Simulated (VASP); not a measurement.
# TiSi2 (Immm) in VASP: further runs, part 2 of 2

VASP 6.6.1. The steps go on from the part before.

## 6. Single point, LDA

Contents of INCAR:

```
SYSTEM = TiSi2
ALGO = Normal ; EDIFF = 1E-6
ENCUT = 520 ; GGA = CA
ISIF = 2 ; ISMEAR = -1
LASPH = .True. ; LCHARG = .True.
LELF = .True. ; LREAL = .False.
LVHAR = .True. ; LWAVE = .False.
NBANDS = 17 ; NELM = 80
PREC = Accurate ; SIGMA = 0.15
```

Contents of KPOINTS:

```
k-points
0
Gamma
  10 10 10
  0 0 0
```

Contents of POSCAR:

```
TiSi2
1.0
   -1.4728720000      1.7121300000      4.2120830000
    1.4728720000     -1.7121300000      4.2120830000
    1.4728720000      1.7121300000     -4.2120830000
Ti Si
1 2
Direct
    0.0000000000      0.0000000000      0.0000000000
    0.3299220000      0.3299220000      0.0000000000
    0.6700780000      0.6700780000      0.0000000000
```

Potentials or basis: VASP PAW LDA potentials, release 64 (Ti_sv, Si).

On the command line:

```sh
cat potpaw_LDA.64/Ti_sv/POTCAR potpaw_LDA.64/Si/POTCAR > POTCAR
mpirun -np 1 vasp_std > vasp.out
```

OUTCAR:

```text
SYSTEM = TiSi2
   EDIFF = 1E-6
   ENCUT = 520
   GGA = CA
   ISIF = 2
   ISMEAR = -1
   LASPH = .True.
   LREAL = .False.
   NELM = 80
   PREC = Accurate

 ion  position               nearest neighbor table
   1  0.000  0.000  0.000-   3 2.67   3 2.67   3 2.67   2 2.67   3 2.67   2 2.67   2 2.67   2 2.67
                             2 2.78   3 2.78
   2  0.330  0.330  0.000-   3 2.63   3 2.63   3 2.63   3 2.63   1 2.67   1 2.67   1 2.67   1 2.67
                             1 2.78   3 2.87
   3  0.670  0.670  0.000-   2 2.63   2 2.63   2 2.63   2 2.63   1 2.67   1 2.67   1 2.67   1 2.67
                             1 2.78   2 2.87

  LATTYP: Found a body centered orthorhombic cell.
 ALAT       =     2.9457440000
 B/A-ratio  =     1.1624431723
 C/A-ratio  =     2.8597753233

  Lattice vectors:

 A1 = (  -1.4728720000,   1.7121300000,   4.2120830000)
 A2 = (   1.4728720000,  -1.7121300000,   4.2120830000)
 A3 = (   1.4728720000,   1.7121300000,  -4.2120830000)

Analysis of symmetry for initial positions (statically):
=====================================================================
 Subroutine PRICEL returns:
 Original cell was already a primitive cell.

 Routine SETGRP: Setting up the symmetry group for a
 body centered orthorhombic supercell.

 Subroutine GETGRP returns: Found  8 space group operations
 (whereof  8 operations were pure point group operations)
 out of a pool of  8 trial point group operations.

The static configuration has the point symmetry D_2h.

Analysis of symmetry for dynamics (positions and initial velocities):
=====================================================================
 Subroutine PRICEL returns:
 Original cell was already a primitive cell.

 Routine SETGRP: Setting up the symmetry group for a
 body centered orthorhombic supercell.

 Subroutine GETGRP returns: Found  8 space group operations
[... 121 lines left out ...]
   EFERMI_NEDOS =   21; number of points for ismear=-14 and -15
   IALGO  =     38    algorithm
   IMIX   =      4    mixing-type and parameters
     AMIX     =   0.40;   BMIX     =  1.00
     AMIX_MAG =   1.60;   BMIX_MAG =  1.00
  volume/ion in A,a.u.               =      14.16        95.57
  Fermi-wavevector in a.u.,A,eV,Ry     =   1.273499  2.406564 22.065925  1.621800
  Thomas-Fermi vector in A             =   2.406319
   LORBIT       =      0    0 simple, 1 ext, 2 COOP (PROOUT), +10 PAW based schemes
   GGA     = CA    functional components
   LHFCALC =     F    Hartree Fock is set to
   AEXX    =    0.0000 exact exchange contribution
   IVDW    =     0    specifies the selected vdW correction
   LEPSILON=     F    determine dielectric tensor
   LRPA    =     F    only Hartree local field effects (RPA)
 non-spin polarized calculation
  energy-cutoff  :      520.00
  volume of cell :       42.49
 maximum number of plane-waves:      1172
   NGX = 17   NGY = 17   NGZ = 17

 number of electron      19.9999998 magnetization

 Free energy of the ion-electron system (eV)
  ---------------------------------------------------
  ext. energy  EPLUGINS =         0.00000000
  ---------------------------------------------------
  free energy    TOTEN  =       -21.96151206 eV

  energy without entropy =      -21.84515239  energy(sigma->0) =      -21.90333222

 E-fermi :   9.9209     XC(G=0): -11.8464

 val. band max:        9.9192076027   @ k =  -0.2000   0.2000   0.0000
 cond. band min:       9.9262214600   @ k =  -0.4000   0.5000   0.2000
 fundamental gap:      0.0070138572
 Fermi energy:         9.9209394367

 k-point     1 :       0.0000    0.0000    0.0000
  band No.  band energies     occupation
      1     -45.6691      2.00000
      2     -22.3874      2.00000
      3     -22.3709      2.00000
      4     -22.1070      2.00000
      5      -2.6025      2.00000
      6       5.1924      2.00000
[... 457 lines left out ...]
      4     -22.2233      2.00000
      5      -0.8241      2.00000
      6       4.0339      2.00000
[... 9 lines left out ...]
     16      15.0344      0.00000
     17      16.4808      0.00000

 [... further k-points ...]

------------------------ aborting loop because EDIFF is reached ----------------------------------------

  FORCE on cell =-STRESS in cart. coord.  units (eV):
  Direction    XX          YY          ZZ          XY          YZ          ZX
  --------------------------------------------------------------------------------------
  -------------------------------------------------------------------------------------
  Total       -1.3845217     -1.7376237     -1.8280982     -0.0000000      0.0000000      0.0000000
  in kB      -52.2097579    -65.5250965    -68.9368517     -0.0000000      0.0000000      0.0000000
  external PRESSURE =     -62.2239020 kB  Pullay stress =       0.0000000 kB

 VOLUME and BASIS-vectors are now :
 -----------------------------------------------------------------------------
  energy-cutoff  :      520.00
  volume of cell :       42.49
      direct lattice vectors                 reciprocal lattice vectors
    -1.472872000  1.712130000  4.212083000     0.000000000  0.292033899  0.118706113
     1.472872000 -1.712130000  4.212083000     0.339472812  0.000000000  0.118706113
     1.472872000  1.712130000 -4.212083000     0.339472812  0.292033899  0.000000000

 POSITION                                       TOTAL-FORCE (eV/Angst)
 -----------------------------------------------------------------------------------
      0.00000      0.00000      0.00000        -0.000000      0.000000      0.000000
      0.00000      0.00000      2.77932         0.000000     -0.000000      0.102629
      0.00000      0.00000      5.64485         0.000000      0.000000     -0.102629
 -----------------------------------------------------------------------------------
    total drift:                               -0.000000      0.000000     -0.000000

  FREE ENERGIE OF THE ION-ELECTRON SYSTEM (eV)
  ---------------------------------------------------
  free  energy   TOTEN  =       -21.9615120611 eV

  energy  without entropy=      -21.8451523876  energy(sigma->0) =      -21.90333222
```

stdout:

```text
POSCAR found type information on POSCAR TiSi
 POSCAR found :  2 types and       3 ions
 scaLAPACK will be used
 LDA part: xc-table for (Slater(with rela. corr.)+CA(PZ))
 , standard interpolation
 POSCAR, INCAR and KPOINTS ok, starting setup
 FFT: planning ... GRIDC
 FFT: planning ... GRID_SOFT
 FFT: planning ... GRID
 WAVECAR not read
 entering main loop
```

It took 7.8 min on 1 thread of AMD EPYC 7R13, shared host; peak memory 0.23 GiB.

What came out:

```yaml
Free_energy: -21.9615 eV
Pressure: -6.2 GPa
Largest_force: 0.103 eV/Å
Band_gap_on_the_k_mesh: zero (band 10 reaches 11.19 eV, above the bottom of band 11 at 8.91 eV)
```

Forces in eV/Å, atoms in the order of the input:
```
Ti   0.000  0.000  0.000
Si   0.000  0.000  0.103
Si   0.000  0.000 -0.103
```

## 7. Single point, LDA

Contents of INCAR:

```
PREC     = Accurate       # precision mode
ENCUT    = 520            # plane-wave cutoff, eV
EDIFF    = 1E-7           # SCF threshold, eV
ISMEAR   = -1             # smearing method
SIGMA    = 0.15           # smearing width, eV
LREAL    = False          # projectors in reciprocal space
LASPH    = True           # aspherical terms in the spheres
NELM     = 100            # most SCF steps
ALGO     = Normal         # electronic algorithm
ISIF     = 2              # what is computed and relaxed
LWAVE    = False          # write WAVECAR
LCHARG   = False          # write CHGCAR
NBANDS   = 17             # bands
```

Contents of KPOINTS:

```
regular mesh
0
Gamma
  12 12 12
```

POSCAR is that of step 6.

On the command line:

```sh
cat potpaw_LDA.64/Ti_sv/POTCAR potpaw_LDA.64/Si/POTCAR > POTCAR
mpirun -np 1 vasp_std > vasp.out
```

Wall time 16 min (1 thread of AMD EPYC 7R13, shared host); peak memory 0.29 GiB.

Results (log left out):

- Free energy: -21.9640 eV
- Pressure: -6.2 GPa
- Largest force: 0.091 eV/Å
- Band gap on the k mesh: zero (band 10 reaches 11.19 eV, above the bottom of band 11 at 8.90 eV)

Forces on the atoms (eV/Å):
```
Ti   0.000  0.000  0.000
Si   0.000  0.000  0.091
Si   0.000  0.000 -0.091
```

Stress tensor (GPa, compression positive):
```
-4.95  0.00  0.00
 0.00 -6.57  0.00
 0.00  0.00 -7.06
```

Levels at points of the mesh, in eV from the Fermi level:
```tsv
k point	band 8	band 9	band 10	band 11	band 12	band 13
(0.00, 0.00, 0.00)	-2.16	-0.65	0.71	2.05	2.34	3.14
(0.50, 0.00, 0.00)	-3.74	-0.71	0.90	1.99	2.51	3.46
(0.00, 0.50, 0.00)	-3.38	-0.97	-0.47	0.93	2.77	3.31
(0.50, 0.50, 0.00)	-4.69	-2.88	-1.32	-0.60	2.71	2.84
(0.50, 0.50, 0.50)	-1.27	-0.37	0.41	1.91	2.40	2.44
```

## 8. Summary

```csv
k mesh,gap on the mesh (eV),pressure (GPa),largest force (eV/Å)
3 × 3 × 3,none,-6.7,0.20
5 × 5 × 5,none,-6.1,0.02
6 × 6 × 6,none,-6.1,0.03
8 × 8 × 8,none,-6.1,0.07
10 × 10 × 10,none,-6.2,0.10
12 × 12 × 12,none,-6.2,0.09
```

Alike in all rows: task single point; level LDA; potentials or basis VASP PAW LDA potentials, release 64 (Ti_sv, Si); no spin polarisation; cell as given; cutoff (eV) 520; smearing fermi-dirac 0.15 eV.

Caveats: some runs use coarse meshes.

Absolute energies hang on the potentials; compare differences alone.
